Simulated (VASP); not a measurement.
# C (R-3m) in VASP: G0W0 quasiparticle levels with PBEsol

Aim: the G0W0 quasiparticle levels of C with PBEsol.

Everything below comes from runs of VASP 6.6.1. Logs are shortened: lines on timing, memory, paths and dates and some standing lists are left out, and cuts for length are marked.

**1. The cell of the first run**

Symmetry: R-3m, No. 166, trigonal system. Conventional cell: a = 2.538 Å, b = 2.538 Å, c = 6.148 Å, α = 90.00°, β = 90.00°, γ = 120.00°. Within 2.0 Å of C (site symmetry 3m) lie 4 C at 1.54 to 1.55 Å.

**2. G0W0 quasiparticle levels, PBEsol**

POSCAR

```
C
1.0
   -0.0131329369      1.7814679574      1.7814679574
    1.7814679574     -0.0131329369      1.7814679574
    1.7814679574      1.7814679574     -0.0131329369
C
2
Direct
   -0.0000873341     -0.0000873341     -0.0000873341
    0.2500873341      0.2500873341      0.2500873341
```

INCAR.step1

```
PREC = Accurate
ENCUT = 500
EDIFF = 1E-8
ISMEAR = 0
SIGMA = 0.01
LREAL = F
LASPH = T
NELM = 80
ALGO = Normal
LWAVE = T
LCHARG = F
GGA = PS
```

INCAR.step2

```
PREC = Accurate
ENCUT = 500
EDIFF = 1E-8
ISMEAR = 0
SIGMA = 0.01
LREAL = F
LASPH = T
NELM = 1
ALGO = Exact
LWAVE = T
LCHARG = F
GGA = PS
NBANDS = 66
LOPTICS = T
ISTART = 1
```

INCAR.step3

```
PREC = Accurate
ENCUT = 500
EDIFF = 1E-8
ISMEAR = 0
SIGMA = 0.01
LREAL = F
LASPH = T
ALGO = EVGW0
LWAVE = F
LCHARG = F
GGA = PS
NELMGW = 1
NBANDS = 66
ENCUTGW = 180.0
NOMEGA = 48
PRECFOCK = Fast
ISTART = 1
NBANDSGW = 12
```

KPOINTS

```
regular mesh
0
Gamma
  6 6 6
```

Potentials or basis: VASP PAW PBE potentials, release 64 (C_GW).

Run with:

```
$ cat potpaw_PBE.64/C_GW/POTCAR > POTCAR
$ cp INCAR.step1 INCAR
$ mpirun -np 1 vasp_std > vasp.out
$ cp INCAR.step2 INCAR
$ mpirun -np 1 vasp_std > vasp.out
$ cp INCAR.step3 INCAR
$ mpirun -np 1 vasp_std > vasp.out
```

OUTCAR:

```text
PREC = Accurate
   ENCUT = 500
   EDIFF = 1E-8
   ISMEAR = 0
   LREAL = F
   LASPH = T
   GGA = PS
   NELMGW = 1
   ENCUTGW = 180.0
   PRECFOCK = Fast
   ISTART = 1

 ion  position               nearest neighbor table
   1  1.000  1.000  1.000-   2 1.54   2 1.55   2 1.55   2 1.55
   2  0.250  0.250  0.250-   1 1.54   1 1.55   1 1.55   1 1.55

  LATTYP: Found a trigonal (rhomboedric) cell.
 ALAT       =     2.5194103756
 COS(alpha) =     0.4926146394

  Lattice vectors:

 A1 = (  -0.0131329369,   1.7814679574,   1.7814679574)
 A2 = (   1.7814679574,  -0.0131329369,   1.7814679574)
 A3 = (   1.7814679574,   1.7814679574,  -0.0131329369)

Analysis of symmetry for initial positions (statically):
=====================================================================
 Subroutine PRICEL returns:
 Original cell was already a primitive cell.

 Routine SETGRP: Setting up the symmetry group for a
 trigonal (rhombohedral) supercell.

 Subroutine GETGRP returns: Found 12 space group operations
 (whereof  6 operations were pure point group operations)
 out of a pool of 12 trial point group operations.

The static configuration has the point symmetry C_3v.
 The point group associated with its full space group is D_3d.

Analysis of symmetry for dynamics (positions and initial velocities):
=====================================================================
 Subroutine PRICEL returns:
 Original cell was already a primitive cell.

 Routine SETGRP: Setting up the symmetry group for a
 trigonal (rhombohedral) supercell.

 Subroutine GETGRP returns: Found 12 space group operations
 (whereof  6 operations were pure point group operations)
 out of a pool of 12 trial point group operations.

The dynamic configuration has the point symmetry C_3v.
 The point group associated with its full space group is D_3d.

 Subroutine INISYM returns: Found 12 space group operations
 (whereof  6 operations are pure point group operations),
 and found     1 'primitive' translations

----------------------------------------------------------------------------------------

                                     Primitive cell

  volume of cell :      11.4325

  direct lattice vectors                    reciprocal lattice vectors
    -0.013132937  1.781467957  1.781467957    -0.277582715  0.279644245  0.279644245
     1.781467957 -0.013132937  1.781467957     0.279644245 -0.277582715  0.279644245
     1.781467957  1.781467957 -0.013132937     0.279644245  0.279644245 -0.277582715

  length of vectors
     2.519410376  2.519410376  2.519410376     0.483170747  0.483170747  0.483170747

  position of ions in fractional coordinates (direct lattice)
     0.999912666  0.999912666  0.999912666
     0.250087334  0.250087334  0.250087334

  ion indices of the primitive-cell ions
   primitive index   ion index
                 1           1
                 2           2

----------------------------------------------------------------------------------------

 KPOINTS: regular mesh

Automatic generation of k-mesh.
 Grid dimensions read from file:
 generate k-points for:    6    6    6

 Generating k-lattice:

  Cartesian coordinates                     Fractional coordinates (reciprocal lattice)
    -0.046263786  0.046607374  0.046607374     0.166666667  0.000000000 -0.000000000
     0.046607374 -0.046263786  0.046607374     0.000000000  0.166666667 -0.000000000
     0.046607374  0.046607374 -0.046263786     0.000000000  0.000000000  0.166666667

  Length of vectors
     0.080528458  0.080528458  0.080528458

  Shift w.r.t. Gamma in fractional coordinates (k-lattice)
     0.000000000  0.000000000  0.000000000

 Subroutine IBZKPT returns following result:
 ===========================================

 Found     32 irreducible k-points:

 Following reciprocal coordinates:
            Coordinates               Weight
  0.000000  0.000000  0.000000      1.000000
  0.166667  0.000000  0.000000      6.000000
  0.333333  0.000000  0.000000      6.000000
  0.500000  0.000000 -0.000000      3.000000
  0.166667  0.166667  0.000000      6.000000
  0.333333  0.166667  0.000000     12.000000
[... 16 lines left out ...]
  0.500000  0.500000  0.166667      6.000000
 -0.333333  0.500000  0.166667     12.000000
 [... further k-points ...]
   k-points           NKPTS =     32   k-points in BZ     NKDIM =    216   number of bands    NBANDS=     66
   number of dos      NEDOS =    301   number of ions     NIONS =      2
   total plane-waves  NPLWV =   5832
   dimension x,y,z NGX =    18 NGY =   18 NGZ =   18
   dimension x,y,z NGXF=    36 NGYF=   36 NGZF=   36
   ions per type =               2
   NGX,Y,Z   is equivalent  to a cutoff of  11.88, 11.88, 11.88 a.u.
   NGXF,Y,Z  is equivalent  to a cutoff of  23.75, 23.75, 23.75 a.u.
 SYSTEM =  unknown system
   PREC   = accura    normal or accurate (medium, high low for compatibility)
   ISTART =      1    job   : 0-new  1-cont  2-samecut
   ICHARG =      0    charge: 1-file 2-atom 10-const
   ISPIN  =      1    spin polarized calculation?
   LNONCOLLINEAR =      F non collinear calculations
   LSORBIT =      F    spin-orbit coupling
   LASPH  =      T    aspherical Exc in radial PAW
   ENCUT  =  500.0 eV  36.75 Ry    6.06 a.u.   4.59  4.59  4.59*2*pi/ulx,y,z
   NELM   =     60;   NELMIN=  2; NELMDL=  0     # of ELM steps
   EDIFF  = 0.1E-07   stopping-criterion for ELM
   LREAL  =      F    real-space projection
   EDIFFG = 0.1E-06   stopping-criterion for IOM
   NSW    =      0    number of steps for IOM
   IBRION =     -1    ionic relax: 0-MD 1-quasi-New 2-CG
   NFREE  =      0    steps in history (QN), initial steepest desc. (CG)
   ISIF   =      0    stress and relaxation
   ISYM   =      3    0-nonsym 1-usesym 2-fastsym
   POTIM  = 0.5000    time-step for ionic-motion
   TEBEG  =    0.0;   TEEND  =   0.0 temperature during run
   PSTRESS=    0.0 pullay stress
   NELECT =       8.0000    total number of electrons
   NUPDOWN=      -1.0000    fix difference up-down
   EMIN   =  10.00;   EMAX   =-10.00  energy-range for DOS
   EFERMI =   0.00;   METHOD = LEGACY
   ISMEAR =     0;   SIGMA  =   0.01  broadening in eV -4-tet -1-fermi 0-gaus
   EFERMI_NEDOS =   21; number of points for ismear=-14 and -15
   IALGO  =     38    algorithm
   IMIX   =      4    mixing-type and parameters
     AMIX     =   0.40;   BMIX     =  1.00
     AMIX_MAG =   1.60;   BMIX_MAG =  1.00
  volume/ion in A,a.u.               =       5.72        38.58
  Fermi-wavevector in a.u.,A,eV,Ry     =   1.453421  2.746568 28.741398  2.112433
  Thomas-Fermi vector in A             =   2.570690
   LORBIT       =      0    0 simple, 1 ext, 2 COOP (PROOUT), +10 PAW based schemes
   GGA     = PS    functional components
   LHFCALC =     T    Hartree Fock is set to
   PRECFOCK=fast      Normal, Fast or Accurate (Low or Medium for compatibility)
   ENCUT4O =  -1.0   cutoff for four orbital integrals eV
   NKREDX  =     1    reduce k-point grid by
   NKREDY  =     1    reduce k-point grid by
   NKREDZ  =     1    reduce k-point grid by
   AEXX    =    1.0000 exact exchange contribution
   HFSCREEN=    0.0000 screening length (either q_TF or 0.3 A-1)
   HFSCREENC=   0.0000 screening length for correlation (either q_TF or 0.3 A-1)
   ENCUTFOCK=  -1.0 apply spherical cutoff to Coloumb kernel
   IVDW    =     0    specifies the selected vdW correction
   LEPSILON=     F    determine dielectric tensor
   LRPA    =     F    only Hartree local field effects (RPA)
   LRPAFORCE           =     F    calculate RPA forces
   ENCUTGW             = 180.0    cutoff for response function in eV
   ENCUTGWSOFT         = 144.0    soft cutoff for Coulomb kernel in GW response function in eV
   ENCUTLF             =  -1.0    cutoff for local field effects
   NELMGW              =     1    number of iterations in solving QP/BSE equation
   NELMHF              =     1    number of iterations in the inner HF iteration
   NKREDLFX            =     1    NKREDLFY  =   1   NKREDLFZ  =   1
 non-spin polarized calculation
 Gauss-broadening in eV      SIGMA  =   0.01
  energy-cutoff  :      500.00
  volume of cell :       11.43
 maximum number of plane-waves:       302
  NGX = 12; NGY = 12; NGZ = 12
   NGX =  9   NGY =  9   NGZ =  9
 maximum number of plane-waves:        70

 QP shifts <psi_nk| G(iteration)W_0 |psi_nk>: iteration 1
 for sc-GW calculations column KS-energies equals QP-energies in previous step
 and V_xc(KS)=  KS-energies - (<T + V_ion + V_H > + <T+V_H+V_ion>^1  + <V_x>^1)

 k-point   1 :       0.0000    0.0000    0.0000
  band No.  KS-energies  QP-energies   sigma(KS)   V_xc(KS)     V^pw_x(r,r')   Z            occupation Imag(sigma)

      1     -11.7852     -13.4377     -16.9320     -14.7418     -25.3253       0.7546       2.0000       1.4745
      2       9.6210       8.9467     -17.4885     -16.6707     -19.0576       0.8246       2.0000       0.0789
      3       9.6210       8.9467     -17.4885     -16.6707     -19.0576       0.8246       2.0000       0.0789
      4       9.6481       8.9739     -17.5527     -16.7347     -19.1700       0.8242       2.0000       0.0802
      5      15.0480      16.1183     -14.1835     -15.4866      -9.3151       0.8213       0.0000      -0.1037
      6      15.0480      16.1183     -14.1835     -15.4866      -9.3151       0.8213       0.0000      -0.1037
      7      15.3502      16.4358     -14.1895     -15.5142      -9.2512       0.8195       0.0000      -0.1065
      8      22.8297      23.7012     -15.0892     -16.2207      -7.7417       0.7702       0.0000      -0.2611
      9      28.4948      29.0799     -11.4903     -12.2163      -4.3612       0.8059       0.0000      -0.4063
     10      36.0194      37.0604     -12.6460     -13.9026      -5.8800       0.8284       0.0000      -0.5988
     11      36.0194      37.0604     -12.6460     -13.9026      -5.8800       0.8284       0.0000      -0.5988
     12      36.7280      37.4674     -10.9170     -11.8101      -3.2739       0.8279       0.0000      -1.0059

 k-point   2 :       0.1667    0.0000    0.0000
  band No.  KS-energies  QP-energies   sigma(KS)   V_xc(KS)     V^pw_x(r,r')   Z            occupation Imag(sigma)
[... 353 lines left out ...]
      1      -2.6161      -4.0329     -17.5748     -15.7064     -23.3115       0.7583       2.0000       0.4232
      2      -2.4651      -3.8771     -17.5326     -15.6711     -23.2202       0.7585       2.0000       0.4149
      3       1.7628       0.6698     -16.4627     -15.0814     -20.1413       0.7913       2.0000       0.1790
      4       1.8426       0.7489     -16.5007     -15.1187     -20.1849       0.7914       2.0000       0.1780
      5      17.5247      18.4255     -13.1785     -14.2763      -7.6123       0.8205       0.0000      -0.1360
      6      17.8490      18.7585     -13.2068     -14.3152      -7.6053       0.8206       0.0000      -0.1376
      7      23.8428      25.1428     -14.4610     -16.1426      -6.9452       0.7731       0.0000      -0.2960
      8      24.1684      25.4796     -14.5171     -16.2164      -6.9339       0.7716       0.0000      -0.3037
      9      31.0116      32.2327     -13.7737     -15.3380      -5.4789       0.7807       0.0000      -0.6296
     10      31.1214      32.3504     -13.7982     -15.3721      -5.4837       0.7809       0.0000      -0.6357
     11      39.8676      40.8787     -12.2719     -13.5255      -4.2318       0.8065       0.0000      -1.0580
     12      40.1279      41.1432     -12.2771     -13.5348      -4.2254       0.8072       0.0000      -1.0761

 [... further k-points ...]
```

Wall time 77 s (1 thread of Intel Xeon 6975P-C (Granite Rapids), shared host); peak memory 0.27 GiB.

Results:

```yaml
Quasiparticle_gap: 5.40 eV
Least_direct_quasiparticle_gap: 7.14 eV
Band_gap_of_the_starting_levels_on_the_mesh: 4.00 eV
Least_direct_gap_of_the_starting_levels_on_the_mesh: 5.40 eV
```

Caveat: the k points lie up to 0.51 Å⁻¹ apart; bands, screening cutoff and mesh are small and nothing is extrapolated, so the quasiparticle values aren't converged.
